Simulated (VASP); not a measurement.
GaSb:

```
CELL_PARAMETERS angstrom
-2.75343 2.75343 1.59071
2.75343 -2.75343 1.59071
2.75343 2.75343 -1.59071
ATOMIC_POSITIONS crystal
Ga 0.25000 0.75000 0.50000
Sb 0.00000 0.00000 0.00000
```

- Program: VASP 6.6.1
- Task: relaxation of cell and atoms
- Functional: LDA
- Potentials or basis: VASP PAW LDA potentials, release 64 (Ga_d, Sb)
- Cutoff: 500 eV
- k mesh: 8 × 8 × 8
- Occupations: fermi-dirac, width 0.1 eV
- Spin: no spin polarisation

At the start: pressure -4.1 GPa; volume 24.12 Å³/atom.

Q: Where does the relaxation end?

A: Over 9 steps the energy falls by 24.5 meV/atom and the volume is 22.35 Å³/atom (-7.3 %); space group I-4m2 (No. 119, to 0.1 Å) before and after.

The path:
| step | energy change (eV) | largest force (eV/Å) | pressure (GPa) | volume (Å³) |
| --- | --- | --- | --- | --- |
| 1 | 0.0000 | 0.0000 | -4.14 | 48.24 |
| 2 | -0.0460 | 0.0000 | 1.15 | 44.02 |
| 3 | -0.0488 | 0.0000 | -0.02 | 44.77 |
| 4 | -0.0488 | 0.0000 | -0.10 | 44.84 |
| 5 | -0.0490 | 0.0000 | -0.08 | 44.81 |
| 6 | -0.0490 | 0.0000 | -0.12 | 44.80 |
| 7 | -0.0490 | 0.0000 | -0.07 | 44.77 |
| 8 | -0.0490 | 0.0000 | -0.09 | 44.79 |
| 9 | -0.0490 | 0.0000 | 0.03 | 44.70 |

Final structure:
```
Ga Sb
1.0
    -2.68174    2.68174    1.55392
     2.68174   -2.68174    1.55392
     2.68174    2.68174   -1.55392
Ga Sb
1 1
Direct
  0.25000 0.75000 0.50000
  0.00000 0.00000 0.00000
```
